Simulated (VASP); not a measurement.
# Be (P1) in VASP: a series of runs

Be is run at these levels: PBEsol; tasks: single point.

All numbers are computed with VASP 6.6.1; they aren't measurements. Logs are shortened: lines on timing, memory, paths and dates and some standing lists are left out, and cuts for length are marked.

## (1) The cell of the first run

The typed cell holds 18 atoms: a = 5.623 Å, b = 5.623 Å, c = 5.623 Å, α = 66.42°, β = 66.42°, γ = 66.42°.

## (2) Single point, PBEsol

INCAR

```
ALGO     = Normal         # electronic algorithm
EDIFF    = 1E-6           # SCF threshold, eV
ENCUT    = 520            # plane-wave cutoff, eV
GGA      = PS             # functional
ISIF     = 2              # what is computed and relaxed
ISMEAR   = -1             # smearing method
LASPH    = True           # aspherical terms in the spheres
LCHARG   = False          # write CHGCAR
LREAL    = Auto         
LWAVE    = False          # write WAVECAR
NBANDS   = 33             # bands
NELM     = 60             # most SCF steps
PREC     = Accurate       # precision mode
SIGMA    = 0.05           # smearing width, eV
```

KPOINTS

```
k-points
0
Gamma
  3 3 3
```

POSCAR

```
Be
1.0
    0.0000000000     -2.5145683488     -5.0291366977
    5.0291366977      0.0000000000     -2.5145683488
    2.5145683488     -5.0291366977      0.0000000000
Be
18
Direct
    0.8576384275      0.8279556657      0.8288538980
    0.9135381475      0.2081875317      0.5555261384
    0.9496469294      0.6195058402      0.2863483288
    0.6115944316      0.2648744864      1.0011634805
    0.6601875740      0.6350900922      0.7237278366
    0.7339191594      0.0381788080      0.4157001960
    0.8013025380      0.4390952429      0.1025102380
    0.4444056308      0.1024535020      0.8087337671
    0.5046301488      0.4938943102      0.5004636285
    0.5611076574      0.8960404238      0.2017794515
    0.2407794298      0.5546352852      0.8888954378
    0.2895395547      0.9347441286      0.6019398919
    0.3231804069      0.3205681627      0.3434429966
    0.3674174228      0.7189466758      0.0960442730
    0.0639973325      0.4034122465      0.7465916238
    0.1297055838      0.7816899826      0.4557896479
    0.1928171446      0.1741405130      0.1504725675
    0.0074317151      0.0163940220      0.0307548698
```

Potentials or basis: VASP PAW PBE potentials, release 64 (Be).

Run with:

```console
cat potpaw_PBE.64/Be/POTCAR > POTCAR
mpirun -np 1 vasp_std > vasp.out
```

OUTCAR:

```text
EDIFF = 1E-6
   ENCUT = 520
   GGA = PS
   ISIF = 2
   ISMEAR = -1
   LASPH = True
   LREAL = Auto
   NELM = 60
   PREC = Accurate

 ion  position               nearest neighbor table
   1  0.858  0.828  0.829-  16 2.09   2 2.13  11 2.15  10 2.16   7 2.17   5 2.18   8 2.24  15 2.34
                            18 2.36
   2  0.914  0.208  0.556-  12 2.10   1 2.13   6 2.14  17 2.22   3 2.24   9 2.28  15 2.34  13 2.34

   3  0.950  0.620  0.286-  13 2.15  18 2.19  10 2.22  16 2.23   7 2.24   2 2.24  11 2.25  14 2.35
                             5 2.36
   4  0.612  0.265  0.001-  10 2.00  13 2.00   7 2.05   5 2.09  18 2.13  11 2.22   8 2.28  17 2.36
[... 5 lines left out ...]
   7  0.801  0.439  0.103-  15 1.99   4 2.05  17 2.16   1 2.17   3 2.24   9 2.24   5 2.27   6 2.30
                            18 2.31  14 2.32
   8  0.444  0.102  0.809-  17 1.96  15 2.19  14 2.20   6 2.23   1 2.24   9 2.24  10 2.27   4 2.28
                            12 2.31
   9  0.505  0.494  0.500-  16 2.12  11 2.16  13 2.23   8 2.24   7 2.24  10 2.27   2 2.28   5 2.28
                            14 2.38
  10  0.561  0.896  0.202-   4 2.00  17 2.08  14 2.10   1 2.16  12 2.20   3 2.22   9 2.27   8 2.27
                             6 2.31
  11  0.241  0.555  0.889-  15 2.05  17 2.11  12 2.15   1 2.15   9 2.16  14 2.18   4 2.22   3 2.25
                             5 2.32
  12  0.290  0.935  0.602-  16 2.00   2 2.10  13 2.11  11 2.15  10 2.20   5 2.25   8 2.31
  13  0.323  0.321  0.343-   4 2.00  17 2.06  12 2.11   3 2.15  14 2.17   9 2.23  15 2.27   6 2.31
                             2 2.34
  14  0.367  0.719  0.096-  16 2.01  10 2.10  18 2.10  13 2.17   5 2.17  11 2.18   8 2.20   7 2.32
                             3 2.35   9 2.38
  15  0.064  0.403  0.747-   7 1.99  11 2.05   5 2.15  16 2.17  18 2.18   8 2.19  13 2.27   2 2.34
                             1 2.34  17 2.36
  16  0.130  0.782  0.456-  12 2.00  14 2.01   1 2.09   9 2.12   6 2.16  15 2.17   3 2.23  17 2.25

  17  0.193  0.174  0.150-   8 1.96  18 2.03  13 2.06  10 2.08  11 2.11   7 2.16   2 2.22  16 2.25
                             4 2.36  15 2.36
  18  0.007  0.016  0.031-  17 2.03  14 2.10   6 2.11   4 2.13  15 2.18   3 2.19   7 2.31   1 2.36

  LATTYP: Found a trigonal (rhomboedric) cell.
 ALAT       =     5.6227457621
 COS(alpha) =     0.4000000000

  Lattice vectors:

 A1 = (   0.0000000000,  -2.5145683488,  -5.0291366977)
 A2 = (   5.0291366977,   0.0000000000,  -2.5145683488)
 A3 = (   2.5145683488,  -5.0291366977,   0.0000000000)

Analysis of symmetry for initial positions (statically):
=====================================================================
 Subroutine PRICEL returns:
 Original cell was already a primitive cell.

 Routine SETGRP: Setting up the symmetry group for a
 trigonal (rhombohedral) supercell.

 Subroutine GETGRP returns: Found  1 space group operations
 (whereof  1 operations were pure point group operations)
 out of a pool of 12 trial point group operations.

The static configuration has the point symmetry C_1 .

Analysis of symmetry for dynamics (positions and initial velocities):
=====================================================================
 Subroutine PRICEL returns:
 Original cell was already a primitive cell.

 Routine SETGRP: Setting up the symmetry group for a
 trigonal (rhombohedral) supercell.

 Subroutine GETGRP returns: Found  1 space group operations
 (whereof  1 operations were pure point group operations)
 out of a pool of 12 trial point group operations.

The dynamic configuration has the point symmetry C_1 .

 Subroutine INISYM returns: Found  1 space group operations
 (whereof  1 operations are pure point group operations),
 and found     1 'primitive' translations

----------------------------------------------------------------------------------------

                                     Primitive cell

  volume of cell :     143.0978

  direct lattice vectors                    reciprocal lattice vectors
     0.000000000 -2.514568349 -5.029136698    -0.088373904 -0.044186952 -0.176747808
     5.029136698  0.000000000 -2.514568349     0.176747808  0.088373904 -0.044186952
     2.514568349 -5.029136698  0.000000000     0.044186952 -0.176747808  0.088373904

  length of vectors
     5.622745762  5.622745762  5.622745762     0.202490053  0.202490053  0.202490053

  position of ions in fractional coordinates (direct lattice)
     0.857638427  0.827955666  0.828853898
     0.913538147  0.208187532  0.555526138
     0.949646929  0.619505840  0.286348329
[... 49 lines left out ...]
     0.058915936  0.029457968 -0.014728984    -0.000000000  0.333333333 -0.000000000
     0.014728984 -0.058915936  0.029457968    -0.000000000 -0.000000000  0.333333333

  Length of vectors
     0.067496684  0.067496684  0.067496684

  Shift w.r.t. Gamma in fractional coordinates (k-lattice)
     0.000000000  0.000000000  0.000000000

 Subroutine IBZKPT returns following result:
 ===========================================

 Found     14 irreducible k-points:

 Following reciprocal coordinates:
            Coordinates               Weight
  0.000000  0.000000  0.000000      1.000000
  0.333333 -0.000000  0.000000      2.000000
  0.000000  0.333333 -0.000000      2.000000
 -0.000000  0.000000  0.333333      2.000000
  0.333333  0.333333 -0.000000      2.000000
 -0.333333  0.000000 -0.333333      2.000000
 -0.000000  0.333333  0.333333      2.000000
 -0.333333  0.333333 -0.000000      2.000000
  0.333333 -0.000000 -0.333333      2.000000
 -0.000000 -0.333333  0.333333      2.000000
  0.333333  0.333333  0.333333      2.000000
 -0.333333  0.333333  0.333333      2.000000
  0.333333 -0.333333  0.333333      2.000000
  0.333333  0.333333 -0.333333      2.000000
   k-points           NKPTS =     14   k-points in BZ     NKDIM =     14   number of bands    NBANDS=     33
   number of dos      NEDOS =    301   number of ions     NIONS =     18
   total plane-waves  NPLWV =  74088
   dimension x,y,z NGX =    42 NGY =   42 NGZ =   42
   dimension x,y,z NGXF=    84 NGYF=   84 NGZF=   84
   ions per type =              18
   NGX,Y,Z   is equivalent  to a cutoff of  12.42, 12.42, 12.42 a.u.
   NGXF,Y,Z  is equivalent  to a cutoff of  24.84, 24.84, 24.84 a.u.
 SYSTEM =  unknown system
   PREC   = accura    normal or accurate (medium, high low for compatibility)
   ISTART =      0    job   : 0-new  1-cont  2-samecut
   ICHARG =      2    charge: 1-file 2-atom 10-const
   ISPIN  =      1    spin polarized calculation?
   LNONCOLLINEAR =      F non collinear calculations
   LSORBIT =      F    spin-orbit coupling
   LASPH  =      T    aspherical Exc in radial PAW
   ENCUT  =  520.0 eV  38.22 Ry    6.18 a.u.  10.45 10.45 10.45*2*pi/ulx,y,z
   NELM   =     60;   NELMIN=  2; NELMDL= -5     # of ELM steps
   EDIFF  = 0.1E-05   stopping-criterion for ELM
   LREAL  =      T    real-space projection
   EDIFFG = 0.1E-04   stopping-criterion for IOM
   NSW    =      0    number of steps for IOM
   IBRION =     -1    ionic relax: 0-MD 1-quasi-New 2-CG
   NFREE  =      0    steps in history (QN), initial steepest desc. (CG)
   ISIF   =      2    stress and relaxation
   ISYM   =      2    0-nonsym 1-usesym 2-fastsym
   POTIM  = 0.5000    time-step for ionic-motion
   TEBEG  =    0.0;   TEEND  =   0.0 temperature during run
   PSTRESS=    0.0 pullay stress
   NELECT =      36.0000    total number of electrons
   NUPDOWN=      -1.0000    fix difference up-down
   EMIN   =  10.00;   EMAX   =-10.00  energy-range for DOS
   EFERMI =   0.00;   METHOD = LEGACY
   ISMEAR =    -1;   SIGMA  =   0.05  broadening in eV -4-tet -1-fermi 0-gaus
   EFERMI_NEDOS =   21; number of points for ismear=-14 and -15
   IALGO  =     38    algorithm
   IMIX   =      4    mixing-type and parameters
     AMIX     =   0.40;   BMIX     =  1.00
     AMIX_MAG =   1.60;   BMIX_MAG =  1.00
  volume/ion in A,a.u.               =       7.95        53.65
  Fermi-wavevector in a.u.,A,eV,Ry     =   1.033470  1.952976 14.531854  1.068061
  Thomas-Fermi vector in A             =   2.167719
   LORBIT       =      0    0 simple, 1 ext, 2 COOP (PROOUT), +10 PAW based schemes
   GGA     = PS    functional components
   LHFCALC =     F    Hartree Fock is set to
   AEXX    =    0.0000 exact exchange contribution
   IVDW    =     0    specifies the selected vdW correction
   LEPSILON=     F    determine dielectric tensor
   LRPA    =     F    only Hartree local field effects (RPA)
 non-spin polarized calculation
  energy-cutoff  :      520.00
  volume of cell :      143.10
 maximum number of plane-waves:      3863
 NGX is ok and might be reduce to    42
   NGX = 21   NGY = 21   NGZ = 21

 number of electron      36.0000000 magnetization

 Free energy of the ion-electron system (eV)
  ---------------------------------------------------
  ext. energy  EPLUGINS =         0.00000000
  ---------------------------------------------------
  free energy    TOTEN  =       -69.32255697 eV

  energy without entropy =      -69.30729833  energy(sigma->0) =      -69.31492765

 E-fermi :   7.4331     XC(G=0): -10.5833

 val. band max:        7.4287276132   @ k =  -0.0000   0.3333   0.3333
 cond. band min:       7.4955994246   @ k =  -0.3333   0.0000  -0.3333
 fundamental gap:      0.0668718113
 Fermi energy:         7.4330625015

 k-point     1 :       0.0000    0.0000    0.0000
  band No.  band energies     occupation
      1      -4.3680      2.00000
      2      -0.1303      2.00000
      3      -0.0618      2.00000
      4       0.0936      2.00000
      5       0.1507      2.00000
      6       0.2774      2.00000
[... 451 lines left out ...]
     29      11.1853      0.00000
     30      11.2577      0.00000
 [bands above 30 left out]

------------------------ aborting loop because EDIFF is reached ----------------------------------------

  FORCE on cell =-STRESS in cart. coord.  units (eV):
  Direction    XX          YY          ZZ          XY          YZ          ZX
  --------------------------------------------------------------------------------------
  -------------------------------------------------------------------------------------
  Total       -0.8009592     -1.7516609      1.7081783     -0.4444089     -1.6096881      0.8696742
  in kB       -8.9678461    -19.6122663     19.1254176     -4.9757717    -18.0226838      9.7372049
  external PRESSURE =      -3.1515649 kB  Pullay stress =       0.0000000 kB

 VOLUME and BASIS-vectors are now :
 -----------------------------------------------------------------------------
  energy-cutoff  :      520.00
  volume of cell :      143.10
      direct lattice vectors                 reciprocal lattice vectors
     0.000000000 -2.514568349 -5.029136698    -0.088373904 -0.044186952 -0.176747808
     5.029136698  0.000000000 -2.514568349     0.176747808  0.088373904 -0.044186952
     2.514568349 -5.029136698  0.000000000     0.044186952 -0.176747808  0.088373904

 POSITION                                       TOTAL-FORCE (eV/Angst)
 -----------------------------------------------------------------------------------
      6.24811     -6.32501     -6.39513         0.324135     -0.224192      0.005028
      2.44391     -5.09097     -5.11781         0.898863      0.066835     -0.058903
      3.83562     -3.82804     -6.33369         0.101918     -0.093467      0.206771
      1.33502     -1.54375     -3.74184        -0.600798      1.414259     -0.385236
      5.01382     -5.29981     -4.91715         0.214774      0.909968     -0.307301
      1.23731     -3.93610     -3.78698         0.265272      0.452815      0.844710
[... 10 lines left out ...]
      1.25415     -1.24160     -1.40759         0.545749     -0.857250      0.592880
      0.15978     -0.17336     -0.07860        -0.920780      0.826463      0.405848
 -----------------------------------------------------------------------------------
    total drift:                               -0.000318      0.000960     -0.000427

  FREE ENERGIE OF THE ION-ELECTRON SYSTEM (eV)
  ---------------------------------------------------
  free  energy   TOTEN  =       -69.3225569650 eV

  energy  without entropy=      -69.3072983316  energy(sigma->0) =      -69.31492765
```

It took 50 s on 1 thread of Intel Xeon 6975P-C (Granite Rapids), shared host; peak memory 0.25 GiB.

What came out:

```yaml
Free_energy: -69.3226 eV
Pressure: -0.3 GPa
Largest_force: 1.584 eV/Å
Band_gap_on_the_k_mesh: zero (bands 18 and 19 overlap by 1.56 eV)
```

Forces on the atoms (eV/Å):
```
Be   0.324 -0.224  0.005
Be   0.899  0.067 -0.059
Be   0.102 -0.093  0.207
Be  -0.601  1.414 -0.385
Be   0.215  0.910 -0.307
Be   0.265  0.453  0.845
Be   0.944 -0.841  0.546
Be  -0.761  0.683 -0.702
Be   0.002 -0.105 -0.555
Be  -0.321 -1.151  0.036
Be   0.251 -0.472 -0.405
Be   0.463 -1.240 -0.385
Be   0.776 -0.966  0.067
Be  -0.929  0.359 -0.489
Be  -1.211  0.736 -0.007
Be  -0.043  0.502  0.591
Be   0.546 -0.857  0.593
Be  -0.921  0.826  0.406
```

Stress tensor (GPa, compression positive):
```
-0.90 -0.50  0.97
-0.50 -1.96 -1.80
 0.97 -1.80  1.91
```

Caveat: the k points lie up to 0.42 Å⁻¹ apart, too coarse for converged energies and pressures of a metal; the atoms stand as in a frame of molecular dynamics; the PAW data sets were made with another functional, which shifts forces and pressure a little.

## (3) Single point, PBEsol

INCAR

```
SYSTEM = Be
PREC = Accurate
ENCUT = 520
EDIFF = 1E-7
ISMEAR = -1
SIGMA = 0.05
LREAL = Auto
LASPH = .TRUE.
NELM = 80
ALGO = Normal
ISIF = 2
LWAVE = .FALSE.
LCHARG = .FALSE.
GGA = PS
NBANDS = 33
```

KPOINTS

```
Automatic mesh
0
G
  3 3 3
  0 0 0
```

POSCAR

```
Be
1.0
    0.0000000000     -2.5145683488     -5.0291366977
    5.0291366977      0.0000000000     -2.5145683488
    2.5145683488     -5.0291366977      0.0000000000
Be
18
Direct
    0.8583459048      0.7809992964      0.8745718838
    0.8922678302      0.1971229421      0.5833465527
    0.9496511271      0.6140989038      0.2697014249
    0.6164448775      0.2848594053      0.9605322966
    0.6620449725      0.6799227924      0.6500981904
    0.7468448592      0.0541198696      0.4150719460
    0.7974194771      0.4168307634      0.1250330345
    0.4712248572      0.1370317804      0.7720710576
    0.5377265736      0.4674939761      0.4845980383
    0.5684320424      0.8729591926      0.2281683412
    0.2295836492      0.5389594779      0.9198366440
    0.2759151708      0.9391352953      0.6449716203
    0.3424014660      0.3426946906      0.3304402348
    0.3826094272      0.7103047685      0.0742883852
    0.0873122242      0.3804664484      0.7310142208
    0.1607264590      0.7512946178      0.4369627364
    0.1867779813      0.1289211328      0.2103231754
   -0.0080746352      0.0056293735      0.0157244130
```

Potentials or basis: VASP PAW PBE potentials, release 64 (Be).

Run with:

```console
cat potpaw_PBE.64/Be/POTCAR > POTCAR
mpirun -np 1 vasp_std > vasp.out
```

It took 65 s on 1 thread of Intel Xeon 6975P-C (Granite Rapids), shared host; peak memory 0.26 GiB.

The run converged. Its results:

| Property | Result |
| --- | --- |
| Free energy | -69.0644 eV |
| Pressure | 0.2 GPa |
| Largest force | 2.195 eV/Å |
| Band gap on the k mesh | zero (bands 18 and 19 overlap by 1.41 eV) |

Forces on the atoms (eV/Å):
```
Be   0.493  1.533 -0.488
Be   0.712 -0.523 -0.689
Be   0.076 -0.978  0.344
Be  -0.134  0.104 -0.010
Be  -0.369 -1.069 -0.138
Be  -0.855  0.992  0.474
Be  -0.356  0.225 -0.493
Be  -1.393 -1.310  1.077
Be   1.274 -0.477 -0.014
Be   0.497 -0.698  0.001
Be  -0.922  0.325 -0.632
Be   0.165  0.650 -0.372
Be  -0.302 -0.618  0.574
Be  -0.207  0.941 -1.524
Be   0.114  0.565  0.968
Be   0.782 -0.675  1.347
Be   0.382  1.109 -0.261
Be   0.044 -0.096 -0.162
```

Stress tensor (GPa, compression positive):
```
 1.47  1.01  1.48
 1.01  0.25 -1.54
 1.48 -1.54 -1.09
```

Levels at points of the mesh, in eV from the Fermi level:
```tsv
k point	band 14	band 15	band 16	band 17	band 18	band 19	band 20	band 21	band 22	band 23
(0.00, 0.00, 0.00)	-5.22	-5.14	-1.38	-1.10	-0.86	-0.76	3.19	3.55	3.66	3.84
```

Caveat: the k points lie up to 0.42 Å⁻¹ apart, too coarse for converged energies and pressures of a metal; the atoms stand as in a frame of molecular dynamics; the PAW data sets were made with another functional, which shifts forces and pressure a little.

The gap in the log of VASP goes by the Fermi energy; the results here count the filled bands.